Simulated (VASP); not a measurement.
Co, 4 atoms in the cell. Symmetry: P6_3/mmc, No. 194, hexagonal system. Conventional cell: a = 2.354 Å, b = 2.354 Å, c = 7.622 Å, α = 90.00°, β = 90.00°, γ = 120.00°. Within 3.1 Å of Co (site symmetry -3m) lie 12 Co at 2.34 to 2.35 Å. Within 3.1 Å of Co (site symmetry -6m2) lie 12 Co at 2.34 to 2.35 Å. 

| Quantity | Value |
| --- | --- |
| Program | VASP 6.6.1 |
| Task | single point |
| Functional | PBEsol |
| Potentials or basis | VASP PAW PBE potentials, release 64 (Co) |
| Cutoff | 520 eV |
| k mesh | 18 × 18 × 6 |
| Occupations | gaussian, width 0.1 eV |
| Spin | collinear spin, ferromagnetic start |
| Starting moments | [1.81, 1.83, 1.81, 1.83] μB |
| Dipole correction | no |
| Further INCAR settings | ALGO = Normal; EDIFF = 1e-07; NBANDS = 30 |

Potentials or basis: VASP PAW PBE potentials, release 64 (Co).

Run with:

```console
$ cat potpaw_PBE.64/Co/POTCAR > POTCAR
$ mpirun -np 1 vasp_std > vasp.out
```

Hardware: 1 thread of Intel(R) Xeon(R) 6975P-C (Granite Rapids) (shared host).

How long does it take, and how much memory?

Wall time 3.9 min on 1 thread of Intel(R) Xeon(R) 6975P-C (Granite Rapids), on a shared host, peak memory 0.32 GiB. Counts: scf iterations 19, k points 148.
